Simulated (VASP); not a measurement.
Crystal: InSb5.

```
CELL_PARAMETERS angstrom
6.14738 0.00000 0.00000
-3.07369 5.32378 0.00000
0.00000 0.00000 9.42451
ATOMIC_POSITIONS crystal
In 0.00000 0.00000 0.00000
Sb 0.50000 0.00000 0.50000
Sb 0.00000 0.50000 0.50000
Sb 0.50000 0.50000 0.50000
Sb 0.00000 0.00000 0.65948
Sb 0.00000 0.00000 0.34052
```

The cell was built from a structure type or drawn by symmetry, and may not be a known phase.

* Program: VASP 6.6.1
* Task: relaxation of cell and atoms
* Functional: PBE
* Potentials or basis: VASP PAW PBE potentials, release 64 (In_d, Sb)
* Cutoff: 600 eV
* k mesh: 6 × 6 × 4
* Occupations: gaussian, width 0.1 eV
* Spin: no spin polarisation

At the start: pressure -0.2 GPa; volume 51.41 Å³/atom.

How do energy, volume and symmetry change on relaxing?

Over 9 steps the energy falls by 5.7 meV/atom and the volume is 50.53 Å³/atom (-1.7 %); space group P6/mmm (No. 191, to 0.1 Å) before and after.

Step by step:
| step | energy change (eV) | largest force (eV/Å) | pressure (GPa) | volume (Å³) |
| --- | --- | --- | --- | --- |
| 1 | 0.0000 | 0.0456 | -0.17 | 308.44 |
| 2 | -0.0281 | 0.0532 | -0.07 | 305.97 |
| 3 | -0.0324 | 0.1082 | -0.01 | 304.65 |
| 4 | -0.0324 | 0.1119 | 0.00 | 304.56 |
| 5 | -0.0335 | 0.0683 | -0.03 | 304.46 |
| 6 | -0.0341 | 0.0119 | -0.09 | 304.28 |
| 7 | -0.0341 | 0.0022 | -0.08 | 304.31 |
| 8 | -0.0344 | 0.0006 | 0.04 | 302.69 |
| 9 | -0.0344 | 0.0011 | 0.00 | 303.18 |

Final structure:
```cif
data_structure
_symmetry_space_group_name_H-M 'P 1'
_symmetry_Int_Tables_number 1
_cell_length_a 6.1852
_cell_length_b 6.1852
_cell_length_c 9.1509
_cell_angle_alpha 90.000
_cell_angle_beta 90.000
_cell_angle_gamma 120.000
_cell_volume 303.18
loop_
_atom_site_label
_atom_site_type_symbol
_atom_site_fract_x
_atom_site_fract_y
_atom_site_fract_z
_atom_site_occupancy
In1 In 0.00000 0.00000 0.00000 1
Sb1 Sb 0.50000 0.00000 0.50000 1
Sb2 Sb 0.00000 0.50000 0.50000 1
Sb3 Sb 0.50000 0.50000 0.50000 1
Sb4 Sb 0.00000 0.00000 0.66106 1
Sb5 Sb 0.00000 0.00000 0.33894 1
```
